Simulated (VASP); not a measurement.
# CdS (Hawleyite) (F-43m) in VASP: notebook

CdS (Hawleyite) is run at these levels: LDA; tasks: single point.

Everything below comes from runs of VASP 6.6.1. Logs are shortened: lines on timing, memory, paths and dates and some standing lists are left out, and cuts for length are marked.

## (1) The cell of the first run

The structure is cubic, space group F-43m (No. 216). Conventional cell: a = 5.833 Å, b = 5.833 Å, c = 5.833 Å, α = 90.00°, β = 90.00°, γ = 90.00°. Within 3.3 Å of Cd (site symmetry -43m) lie 4 S at 2.53 Å. S (site symmetry -43m) has 4 Cd at 2.53 Å within 3.3 Å.

## (2) Single point, LDA, non-collinear spin, zero start, spin-orbit coupling

Contents of INCAR:

```
  PREC = Accurate
  ENCUT = 520
  EDIFF = 1E-7
  ISMEAR = -1
  SIGMA = 0.05
  LREAL = F
  LASPH = T
  NELM = 150
  ALGO = Normal
  ISIF = 2
  LWAVE = F
  LCHARG = T
  LNONCOLLINEAR = T
  MAGMOM = 0 0 0 0 0 0
  LORBIT = 11
  LSORBIT = T
  GGA_COMPAT = F
  LORBMOM = T
  GGA = CA
  LVHAR = T
  NBANDS = 30
```

Contents of KPOINTS:

```
regular mesh
0
Gamma
  6 6 6
```

Contents of POSCAR:

```
CdS
1.0
    0.0000000000      2.9165000000      2.9165000000
    2.9165000000      0.0000000000      2.9165000000
    2.9165000000      2.9165000000      0.0000000000
Cd S
1 1
Direct
    0.0000000000      0.0000000000      0.0000000000
    0.7500000000      0.7500000000      0.7500000000
```

Potentials or basis: VASP PAW LDA potentials, release 64 (Cd, S).

The run is started by

```sh
$ cat potpaw_LDA.64/Cd/POTCAR potpaw_LDA.64/S/POTCAR > POTCAR
$ mpirun -np 1 vasp_ncl > vasp.out
```

OUTCAR:

```text
PREC = Accurate
   ENCUT = 520
   EDIFF = 1E-7
   ISMEAR = -1
   LREAL = F
   LASPH = T
   NELM = 150
   ISIF = 2
   LNONCOLLINEAR = T
   LORBIT = 11
   LSORBIT = T
   GGA = CA

 ion  position               nearest neighbor table
   1  0.000  0.000  0.000-   2 2.53   2 2.53   2 2.53   2 2.53
   2  0.750  0.750  0.750-   1 2.53   1 2.53   1 2.53   1 2.53

  LATTYP: Found a face centered cubic cell.
 ALAT       =     5.8330000000

  Lattice vectors:

 A1 = (   0.0000000000,   2.9165000000,   2.9165000000)
 A2 = (   2.9165000000,   0.0000000000,   2.9165000000)
 A3 = (   2.9165000000,   2.9165000000,   0.0000000000)

Analysis of symmetry for initial positions (statically):
=====================================================================
 Subroutine PRICEL returns:
 Original cell was already a primitive cell.

 Routine SETGRP: Setting up the symmetry group for a
 face centered cubic supercell.

 Subroutine GETGRP returns: Found 24 space group operations
 (whereof 24 operations were pure point group operations)
 out of a pool of 48 trial point group operations.

The static configuration has the point symmetry T_d .

Analysis of symmetry for dynamics (positions and initial velocities):
=====================================================================
 Subroutine PRICEL returns:
 Original cell was already a primitive cell.

 Routine SETGRP: Setting up the symmetry group for a
 face centered cubic supercell.

 Subroutine GETGRP returns: Found 24 space group operations
 (whereof 24 operations were pure point group operations)
 out of a pool of 48 trial point group operations.

The dynamic configuration has the point symmetry T_d .

Analysis of structural, dynamic, and magnetic symmetry:
=====================================================================
 Subroutine PRICEL returns:
 Original cell was already a primitive cell.

 Routine SETGRP: Setting up the symmetry group for a
 face centered cubic supercell.

 Subroutine GETGRP returns: Found 24 space group operations
 (whereof 24 operations were pure point group operations)
 out of a pool of 48 trial point group operations.

The overall configuration has the point symmetry T_d .

 Subroutine INISYM returns: Found 24 space group operations
 (whereof 24 operations are pure point group operations),
 and found     1 'primitive' translations

----------------------------------------------------------------------------------------

                                     Primitive cell

  volume of cell :      49.6153

  direct lattice vectors                    reciprocal lattice vectors
     0.000000000  2.916500000  2.916500000    -0.171438368  0.171438368  0.171438368
     2.916500000  0.000000000  2.916500000     0.171438368 -0.171438368  0.171438368
     2.916500000  2.916500000  0.000000000     0.171438368  0.171438368 -0.171438368

  length of vectors
     4.124553855  4.124553855  4.124553855     0.296939964  0.296939964  0.296939964

  position of ions in fractional coordinates (direct lattice)
     0.000000000  0.000000000  0.000000000
     0.750000000  0.750000000  0.750000000

  ion indices of the primitive-cell ions
   primitive index   ion index
                 1           1
                 2           2

----------------------------------------------------------------------------------------

 KPOINTS: regular mesh

Automatic generation of k-mesh.
 Grid dimensions read from file:
 generate k-points for:    6    6    6

 Generating k-lattice:

  Cartesian coordinates                     Fractional coordinates (reciprocal lattice)
    -0.028573061  0.028573061  0.028573061     0.166666667  0.000000000  0.000000000
     0.028573061 -0.028573061  0.028573061     0.000000000  0.166666667  0.000000000
     0.028573061  0.028573061 -0.028573061     0.000000000  0.000000000  0.166666667

  Length of vectors
     0.049489994  0.049489994  0.049489994

  Shift w.r.t. Gamma in fractional coordinates (k-lattice)
     0.000000000  0.000000000  0.000000000

 Subroutine IBZKPT returns following result:
 ===========================================

 Found     22 irreducible k-points:

 Following reciprocal coordinates:
            Coordinates               Weight
  0.000000  0.000000  0.000000      1.000000
  0.166667  0.000000  0.000000      4.000000
 -0.166667  0.000000  0.000000      4.000000
  0.333333  0.000000  0.000000      4.000000
 -0.333333  0.000000  0.000000      4.000000
  0.500000  0.000000  0.000000      4.000000
[... 14 lines left out ...]
 -0.333333  0.333333  0.166667     24.000000
 -0.333333  0.500000  0.166667     12.000000
[... 26 lines left out ...]
   POTIM  = 0.5000    time-step for ionic-motion
   TEBEG  =    0.0;   TEEND  =   0.0 temperature during run
   PSTRESS=    0.0 pullay stress
   NELECT =      18.0000    total number of electrons
   NUPDOWN=      -1.0000    fix difference up-down
   EMIN   =  10.00;   EMAX   =-10.00  energy-range for DOS
   EFERMI =   0.00;   METHOD = LEGACY
   ISMEAR =    -1;   SIGMA  =   0.05  broadening in eV -4-tet -1-fermi 0-gaus
   EFERMI_NEDOS =   21; number of points for ismear=-14 and -15
   IALGO  =     38    algorithm
   IMIX   =      4    mixing-type and parameters
     AMIX     =   0.40;   BMIX     =  1.00
     AMIX_MAG =   1.60;   BMIX_MAG =  1.00
  volume/ion in A,a.u.               =      24.81       167.41
  Fermi-wavevector in a.u.,A,eV,Ry     =   1.167599  2.206442 18.548649  1.363287
  Thomas-Fermi vector in A             =   2.304097
   LORBIT       =     11    0 simple, 1 ext, 2 COOP (PROOUT), +10 PAW based schemes
   GGA     = CA    functional components
   LHFCALC =     F    Hartree Fock is set to
   AEXX    =    0.0000 exact exchange contribution
   IVDW    =     0    specifies the selected vdW correction
   LEPSILON=     F    determine dielectric tensor
   LRPA    =     F    only Hartree local field effects (RPA)
  energy-cutoff  :      520.00
  volume of cell :       49.62
 maximum number of plane-waves:      2726
 NGX is ok and might be reduce to    32
   NGX = 15   NGY = 15   NGZ = 15

 number of electron      18.0000000 magnetization       0.0000000      0.0000000      0.0000000

 number of electron      18.0000004 magnetization      -0.0000000     -0.0000000      0.0000000

 number of electron      18.0000004 magnetization       0.0000000      0.0000000     -0.0000000

 number of electron      18.0000004 magnetization      -0.0000000     -0.0000000     -0.0000000

 Free energy of the ion-electron system (eV)
  ---------------------------------------------------
  ext. energy  EPLUGINS =         0.00000000
  ---------------------------------------------------
  free energy    TOTEN  =        -7.42605837 eV

  energy without entropy =       -7.42605600  energy(sigma->0) =       -7.42605719

 E-fermi :   1.6061     XC(G=0):  -9.5856

 val. band max:        1.1449124225   @ k =   0.0000   0.0000   0.0000
 cond. band min:       2.0197039724   @ k =   0.0000   0.0000   0.0000
 fundamental gap:      0.8747915499
 Fermi energy:         1.6061351658

 k-point     1 :       0.0000    0.0000    0.0000
  band No.  band energies     occupation
      1     -11.2278      1.00000
      2     -11.2278      1.00000
      3      -6.9130      1.00000
      4      -6.9130      1.00000
      5      -6.9130      1.00000
      6      -6.9130      1.00000
[... 715 lines left out ...]
     29      14.2443      0.00000
     30      14.2768      0.00000

------------------------ aborting loop because EDIFF is reached ----------------------------------------

  FORCE on cell =-STRESS in cart. coord.  units (eV):
  Direction    XX          YY          ZZ          XY          YZ          ZX
  --------------------------------------------------------------------------------------
  -------------------------------------------------------------------------------------
  Total       -0.6301008     -0.6301008     -0.6301008     -0.0000000     -0.0000000     -0.0000000
  in kB      -20.3472019    -20.3472019    -20.3472019     -0.0000000     -0.0000000     -0.0000000
  external PRESSURE =     -20.3472019 kB  Pullay stress =       0.0000000 kB

 VOLUME and BASIS-vectors are now :
 -----------------------------------------------------------------------------
  energy-cutoff  :      520.00
  volume of cell :       49.62
      direct lattice vectors                 reciprocal lattice vectors
     0.000000000  2.916500000  2.916500000    -0.171438368  0.171438368  0.171438368
     2.916500000  0.000000000  2.916500000     0.171438368 -0.171438368  0.171438368
     2.916500000  2.916500000  0.000000000     0.171438368  0.171438368 -0.171438368

 POSITION                                       TOTAL-FORCE (eV/Angst)
 -----------------------------------------------------------------------------------
      0.00000      0.00000      0.00000         0.000000      0.000000     -0.000000
      4.37475      4.37475      4.37475        -0.000000     -0.000000      0.000000
 -----------------------------------------------------------------------------------
    total drift:                               -0.000000     -0.000000     -0.000000

  FREE ENERGIE OF THE ION-ELECTRON SYSTEM (eV)
  ---------------------------------------------------
  free  energy   TOTEN  =        -7.4260583683 eV

  energy  without entropy=       -7.4260560032  energy(sigma->0) =       -7.42605719

 orbital moment (x)

 # of ion     p       d       tot
 ----------------------------------------
  1        -0.000   0.000   0.000
  2        -0.000   0.000  -0.000
 ----------------------------------------
           -0.000   0.000   0.000

 orbital moment (y)

 # of ion     p       d       tot
 ----------------------------------------
  1         0.000  -0.000  -0.000
  2         0.000   0.000   0.000
 ----------------------------------------
            0.000  -0.000  -0.000

 orbital moment (z)

 # of ion     p       d       tot
 ----------------------------------------
  1         0.000   0.000   0.000
  2         0.000   0.000   0.000
 ----------------------------------------
            0.000   0.000   0.000

 Spin-Orbit-Coupling matrix elements

 Ion:    1  E_soc:     -0.0601104
 l=   1
     0.0000000    -0.0026788    -0.0026788
    -0.0026788     0.0000000    -0.0026788
    -0.0026788    -0.0026788     0.0000000
 l=   2
     0.0000000    -0.0014983     0.0000000    -0.0014983    -0.0058413
    -0.0014983     0.0000000    -0.0043810    -0.0014983    -0.0014603
     0.0000000    -0.0043810     0.0000000    -0.0043810     0.0000000
    -0.0014983    -0.0014983    -0.0043810     0.0000000    -0.0014603
    -0.0058413    -0.0014603     0.0000000    -0.0014603     0.0000000
 l=   3
     0.0000000     0.0000000     0.0000000     0.0000000     0.0000000     0.0000000     0.0000000
     0.0000000     0.0000000     0.0000000     0.0000000     0.0000000     0.0000000     0.0000000
     0.0000000     0.0000000     0.0000000     0.0000000     0.0000000     0.0000000     0.0000000
     0.0000000     0.0000000     0.0000000     0.0000000     0.0000000     0.0000000     0.0000000
     0.0000000     0.0000000     0.0000000     0.0000000     0.0000000     0.0000000     0.0000000
     0.0000000     0.0000000     0.0000000     0.0000000     0.0000000     0.0000000     0.0000000
     0.0000000     0.0000000     0.0000000     0.0000000     0.0000000     0.0000000     0.0000000

 Ion:    2  E_soc:     -0.0022623
 l=   1
     0.0000000    -0.0003771    -0.0003771
    -0.0003771     0.0000000    -0.0003771
    -0.0003771    -0.0003771     0.0000000
 l=   2
     0.0000000     0.0000000     0.0000000     0.0000000     0.0000000
     0.0000000     0.0000000     0.0000000     0.0000000     0.0000000
     0.0000000     0.0000000     0.0000000     0.0000000     0.0000000
     0.0000000     0.0000000     0.0000000     0.0000000     0.0000000
     0.0000000     0.0000000     0.0000000     0.0000000     0.0000000
 l=   3
     0.0000000     0.0000000     0.0000000     0.0000000     0.0000000     0.0000000     0.0000000
     0.0000000     0.0000000     0.0000000     0.0000000     0.0000000     0.0000000     0.0000000
     0.0000000     0.0000000     0.0000000     0.0000000     0.0000000     0.0000000     0.0000000
     0.0000000     0.0000000     0.0000000     0.0000000     0.0000000     0.0000000     0.0000000
     0.0000000     0.0000000     0.0000000     0.0000000     0.0000000     0.0000000     0.0000000
     0.0000000     0.0000000     0.0000000     0.0000000     0.0000000     0.0000000     0.0000000
     0.0000000     0.0000000     0.0000000     0.0000000     0.0000000     0.0000000     0.0000000

 total charge

# of ion       s       p       d       tot
------------------------------------------
    1        0.441   0.335   9.553  10.329
    2        1.323   2.375   0.000   3.698
--------------------------------------------------
tot          1.764   2.710   9.553  14.027

 magnetization (x)

# of ion       s       p       d       tot
------------------------------------------
    1        0.000   0.000  -0.000  -0.000
    2        0.000   0.000   0.000   0.000
--------------------------------------------------
tot          0.000   0.000  -0.000   0.000

 magnetization (y)

# of ion       s       p       d       tot
------------------------------------------
    1        0.000   0.000   0.000   0.000
    2        0.000  -0.000   0.000  -0.000
--------------------------------------------------
tot          0.000  -0.000   0.000  -0.000

 magnetization (z)

# of ion       s       p       d       tot
------------------------------------------
    1       -0.000   0.000  -0.000   0.000
    2       -0.000   0.000   0.000   0.000
--------------------------------------------------
tot         -0.000   0.000  -0.000   0.000
```

Run time: 2 min. Hardware: 1 thread of AMD EPYC 7R43 (Zen 3), shared host; peak memory 0.22 GiB.

Results:

```yaml
Free_energy: -7.4261 eV
Pressure: -2.0 GPa
Net_moment: 0.00 μB per cell
Valence_electrons_inside_the_program's_atomic_spheres: Cd 10.33; S 3.70
```

Moments on the atoms (μB; x, y, z):
```
Cd  0.00 0.00 0.00
S   0.00 0.00 0.00
```

## (3) Single point, LDA (volume scaled by 0.94)

Contents of INCAR:

```
SYSTEM = CdS
  ALGO = Normal
  EDIFF = 1E-7
  ENCUT = 520
  ISIF = 2
  ISMEAR = -1
  LASPH = .TRUE.
  LCHARG = .FALSE.
  LREAL = .FALSE.
  LWAVE = .FALSE.
  NBANDS = 16
  NELM = 100
  PREC = Accurate
  SIGMA = 0.05
```

Contents of KPOINTS:

```
k-points
0
G
  8 8 8
  0 0 0
```

Contents of POSCAR:

```
CdS
1.0
    0.0000000000      2.8569628861      2.8569628861
    2.8569628861      0.0000000000      2.8569628861
    2.8569628861      2.8569628861      0.0000000000
Cd S
1 1
Direct
    0.0000000000      0.0000000000      0.0000000000
    0.7500000000      0.7500000000      0.7500000000
```

Potentials or basis: VASP PAW LDA potentials, release 64 (Cd, S).

The run is started by

```sh
$ cat potpaw_LDA.64/Cd/POTCAR potpaw_LDA.64/S/POTCAR > POTCAR
$ mpirun -np 1 vasp_std > vasp.out
```

OUTCAR:

```text
SYSTEM = CdS
   EDIFF = 1E-7
   ENCUT = 520
   ISIF = 2
   ISMEAR = -1
   LASPH = .TRUE.
   LREAL = .FALSE.
   NELM = 100
   PREC = Accurate

 ion  position               nearest neighbor table
   1  0.000  0.000  0.000-   2 2.47   2 2.47   2 2.47   2 2.47
   2  0.750  0.750  0.750-   1 2.47   1 2.47   1 2.47   1 2.47

  LATTYP: Found a face centered cubic cell.
 ALAT       =     5.7139257722

  Lattice vectors:

 A1 = (   0.0000000000,   2.8569628861,   2.8569628861)
 A2 = (   2.8569628861,   0.0000000000,   2.8569628861)
 A3 = (   2.8569628861,   2.8569628861,   0.0000000000)

[... 639 lines left out ...]

  FORCE on cell =-STRESS in cart. coord.  units (eV):
  Direction    XX          YY          ZZ          XY          YZ          ZX
  --------------------------------------------------------------------------------------
  -------------------------------------------------------------------------------------
  Total        0.6424701      0.6424701      0.6424701      0.0000000      0.0000000      0.0000000
  in kB       22.0708837     22.0708837     22.0708837      0.0000000      0.0000000      0.0000000
  external PRESSURE =      22.0708837 kB  Pullay stress =       0.0000000 kB

 VOLUME and BASIS-vectors are now :
 -----------------------------------------------------------------------------
  energy-cutoff  :      520.00
  volume of cell :       46.64
      direct lattice vectors                 reciprocal lattice vectors
     0.000000000  2.856962886  2.856962886    -0.175011024  0.175011024  0.175011024
     2.856962886  0.000000000  2.856962886     0.175011024 -0.175011024  0.175011024
     2.856962886  2.856962886  0.000000000     0.175011024  0.175011024 -0.175011024

 POSITION                                       TOTAL-FORCE (eV/Angst)
 -----------------------------------------------------------------------------------
      0.00000      0.00000      0.00000        -0.000000      0.000000     -0.000000
      4.28544      4.28544      4.28544         0.000000     -0.000000      0.000000
 -----------------------------------------------------------------------------------
    total drift:                                0.000000      0.000000      0.000000

  FREE ENERGIE OF THE ION-ELECTRON SYSTEM (eV)
  ---------------------------------------------------
  free  energy   TOTEN  =        -7.3975796536 eV

  energy  without entropy=       -7.3975793235  energy(sigma->0) =       -7.39757949
```

stdout:

```text
POSCAR found type information on POSCAR CdS
 POSCAR found :  2 types and       2 ions
 scaLAPACK will be used
 LDA part: xc-table for (Slater(with rela. corr.)+CA(PZ))
 , standard interpolation
 POSCAR, INCAR and KPOINTS ok, starting setup
 FFT: planning ... GRIDC
 FFT: planning ... GRID_SOFT
 FFT: planning ... GRID
 WAVECAR not read
 entering main loop
```

Run time: 9.9 s. Hardware: 1 thread of Intel Xeon 6975P-C (Granite Rapids), shared host; peak memory 0.15 GiB.

Results:

```yaml
Free_energy: -7.3976 eV
Pressure: 2.2 GPa
Band_gap_on_the_k_mesh: 1.02 eV, direct
```
